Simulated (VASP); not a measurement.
Here is a VASP 6.6.1 calculation.

Contents of INCAR:

```
PREC = Accurate
ENCUT = 520
EDIFF = 1E-6
ISMEAR = 0
SIGMA = 0.05
LREAL = False
LASPH = True
NELM = 80
ALGO = Normal
ISIF = 2
LWAVE = False
LCHARG = False
GGA = PS
NBANDS = 64
```

KPOINTS

```
regular mesh
0
Gamma
  6 6 6
```

File POSCAR:

```
SnO2
1.0
    3.2763303028      1.8915901823      4.2397898339
   -3.2763303028      1.8915901823      4.2397898339
    0.0000000000     -3.7831803645      4.2397898339
Sn O
4 8
Direct
    0.8646807174      0.8646807174      0.8646807174
    0.3648245829      0.3648245829      0.8648190111
    0.3648245829      0.8648190111      0.3648245829
    0.8648190111      0.3648245829      0.3648245829
    0.1235003534      0.6233501671      0.6233501671
    0.6233501671      0.1235003534      0.6233501671
    0.6233501671      0.6233501671      0.1235003534
    0.6062113146      0.6062113146      0.6062113146
    0.1234715296      0.1234715296      0.1234715296
    0.1060883083      0.1060883083      0.6062369573
    0.1060883083      0.6062369573      0.1060883083
    0.6062369573      0.1060883083      0.1060883083
```

Potentials or basis: VASP PAW PBE potentials, release 64 (Sn_d, O).

The run is started by

```console
$ cat potpaw_PBE.64/Sn_d/POTCAR potpaw_PBE.64/O/POTCAR > POTCAR
$ mpirun -np 1 vasp_std > vasp.out
```

Problem. Estimate the largest force.

Solution. 0.140 eV/Å.

Problem. What does it give for the pressure?

Solution. -3.2 GPa.

Problem. What does it give for the band gap on the k mesh?

Solution. 1.34 eV.

Stress tensor (GPa, compression positive):
```
-4.94  0.00  0.00
 0.00 -4.94  0.00
 0.00  0.00  0.30
```

Caveat: the PAW data sets were made with another functional, which shifts forces and pressure a little; spin-orbit coupling is left out, which moves the levels of the heavy elements.
